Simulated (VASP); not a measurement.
Here is a VASP 6.6.1 calculation.

INCAR

```
SYSTEM = Ga
PREC = Accurate
ENCUT = 520
EDIFF = 1E-7
ISMEAR = -1
SIGMA = 0.05
LREAL = .False.
LASPH = .True.
NELM = 60
ALGO = Normal
ISIF = 2
LWAVE = .False.
LCHARG = .True.
GGA = PS
LELF = .True.
LVHAR = .True.
NBANDS = 34
```

File KPOINTS:

```
Automatic mesh
0
Gamma
  9 9 8
  0 0 0
```

Contents of POSCAR:

```
Ga
1.0
    2.2553500000     -3.8224000000      0.0000000000
    2.2553500000      3.8224000000      0.0000000000
    0.0000000000      0.0000000000      4.3811990000
Ga
4
Direct
    0.1525000000      0.8475000000      0.0785000000
    0.6525000000      0.3475000000      0.4215000000
    0.8475000000      0.1525000000      0.9215000000
    0.3475000000      0.6525000000      0.5785000000
```

Potentials or basis: VASP PAW PBE potentials, release 64 (Ga_d).

Launch:

```console
$ cat potpaw_PBE.64/Ga_d/POTCAR > POTCAR
$ mpirun -np 1 vasp_std > vasp.out
```

(1) What does it give for the largest force?

(2) Predict the pressure.

Results:

(1) 0.354 eV/Å.

(2) 0.6 GPa.

Caveat: the cell differs from its parent crystal (zz strain of -3 %); the PAW data sets were made with another functional, which shifts forces and pressure a little.
